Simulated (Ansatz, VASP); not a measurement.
# Two plane-wave programs on InSb

```
In Sb
1.0
     0.00000    3.23910    3.14193
     3.23910    0.00000    3.14193
     3.23910    3.23910    0.00000
In Sb
1 1
Direct
  0.00000 0.00000 0.00000
  0.75000 0.75000 0.75000
```

Change from the starting cell: z stretched by -3 %, ions relaxed.

Alike in both runs: functional PBE; k mesh 12 × 12 × 12; occupations fermi-dirac, width 0.05 eV; no spin polarisation.

Ansatz relaxed the structure, and its values are those at the end. VASP's run is a single point on that final structure, the one shown.

|  | VASP | Ansatz |
| --- | --- | --- |
| version | VASP 6.6.1 | Ansatz 0.2.0 |
| potentials or method | VASP PAW PBE potentials, release 64 (In_d, Sb) | plane-wave PAW, scalar-relativistic |
| plane-wave cutoff (eV) | 520 | 420 |
| valence electrons in the cell | 18 | 28 |

```tsv
	VASP	Ansatz	Ansatz less VASP
pressure (GPa)	4.8	4.8	+0.03
```

The functional is the same, so the differences come from potentials, cutoffs and numerics. VASP's potentials hold 18 valence electrons a cell and Ansatz's 28, so a difference there can come from the potentials and not from the codes. Ansatz's warnings: stress scf threshold loose.

Neither program's run includes spin-orbit coupling.
